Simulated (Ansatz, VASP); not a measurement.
# Ga in VASP and in Ansatz

Contents of INCAR:

```
SYSTEM = Ga
ALGO = Normal
EDIFF = 1E-6
ENCUT = 520
GGA = PE
ISIF = 2
ISMEAR = -1
LASPH = .TRUE.
LCHARG = .TRUE.
LELF = .TRUE.
LREAL = .FALSE.
LVHAR = .TRUE.
LWAVE = .FALSE.
NBANDS = 12
NELM = 80
PREC = Accurate
SIGMA = 0.08
```

File KPOINTS:

```
k-points
0
G
  16 16 16
  0 0 0
```

File POSCAR:

```
Ga
1.0
   -1.5536620877      1.5536620877      1.5536620877
    1.5536620877     -1.5536620877      1.5536620877
    1.5536620877      1.5536620877     -1.5536620877
Ga
1
Direct
    0.0000000000      0.0000000000      0.0000000000
```

Input for Ansatz:

```yaml
crystal:
  lattice:
    - [-1.5536620877, 1.5536620877, 1.5536620877]
    - [1.5536620877, -1.5536620877, 1.5536620877]
    - [1.5536620877, 1.5536620877, -1.5536620877]
  atoms:
    - { symbol: Ga, position: [0.0, 0.0, 0.0] }
kpoints:
  mp_grid: { grid: [16, 16, 16] }
scf:
  occupations: { method: fermi_dirac, width: 0.08 }
hamiltonian:
  xc: pbe
  pseudopotentials: { kind: all_electron, lapw: { basis_error: 0.001 } }
output:
  forces: true
  stress: true
  eigenvalues: true
  populations: true
```

Change from the starting cell: volume scaled by 0.78, LAPW.

Alike in both runs: task single point; functional PBE; k mesh 16 × 16 × 16; occupations fermi-dirac, width 0.08 eV; no spin polarisation.

|  | VASP | Ansatz |
| --- | --- | --- |
| version | VASP 6.6.1 | Ansatz 0.2.0 |
| potentials or method | VASP PAW PBE potentials, release 64 (Ga_d), cutoff 520 eV | all-electron LAPW, scalar-relativistic |

```csv
,VASP,Ansatz,Ansatz less VASP
pressure (GPa),21.8,21.6,-0.15
```

Ansatz ran all-electron here, and VASP with PAW potentials.
